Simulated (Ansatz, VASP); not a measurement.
# Ir in VASP and in Ansatz

```
Ir
1.0
     0.00000    1.91567    1.91567
     1.91567    0.00000    1.91567
     1.91567    1.91567    0.00000
Ir
1
Direct
  0.00000 0.00000 0.00000
```

Alike in both runs: functional PBEsol; k mesh 19 × 19 × 19; occupations fermi-dirac, width 0.08 eV; no spin polarisation.

Ansatz relaxed the structure, and its values are those at the end. VASP's run is a single point on that final structure, the one shown.

```csv
,VASP,Ansatz
version,VASP 6.6.1,Ansatz 0.2.0
potentials or method,"VASP PAW PBE potentials, release 64 (Ir)","PAW with Ansatz's default frozen-core files, scalar-relativistic"
plane-wave cutoff (eV),520,420
valence electrons in the cell,9,17
```

|  | VASP | Ansatz | Ansatz less VASP |
| --- | --- | --- | --- |
| pressure (GPa) | 1.0 | 0.0 | -0.99 |

VASP's potentials were made for PBE, not for PBEsol. VASP's potentials hold 9 valence electrons a cell and Ansatz's 17, so a difference there can come from the potentials and not from the codes.

Neither program's run includes spin-orbit coupling.
